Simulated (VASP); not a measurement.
Runs of VASP 6.6.1 on TaN. The structure is that of space group P-6m2 (No. 187), or close to it. The cells are those of the table. 

```tsv
cell	gap on the mesh (eV)	pressure (GPa)
a = 2.741, b = 2.741, c = 2.745 Å, angles 90.0, 90.0, 120.0°, 2 atoms	none	91.7
a = 2.808, b = 2.808, c = 2.987 Å, angles 90.0, 90.0, 120.0°, 2 atoms	none	15.0
a = 2.846, b = 2.846, c = 2.909 Å, angles 90.0, 90.0, 120.0°, 2 atoms	none	15.4
a = 2.844, b = 2.844, c = 2.792 Å, angles 90.0, 90.0, 120.0°, 2 atoms	none	(a)
```

Alike in all rows: task single point; level PBEsol; potentials or basis VASP PAW PBE potentials, release 64 (Ta_sv_GW, N); no spin polarisation; k mesh 21 × 21 × 18; cutoff (eV) 700; smearing gaussian 0.15 eV.

Estimate the missing entries.

(a) 36.5.

Caveats: the PAW data sets were made with another functional, which shifts forces and pressure a little; spin-orbit coupling is left out, which moves the levels of the heavy elements; the stress differs along the axes, from 87 to 94 GPa (at least some runs); the stress differs along the axes, from -21 to 33 GPa (at least some runs); the stress differs along the axes, from -2 to 24 GPa (at least some runs); the cell stands under pressure (at least some runs).

A k mesh can miss the band edges, and the runs leave out spin-orbit coupling on Ta.

A gap of «none» marks levels without a gap at the run's occupations.
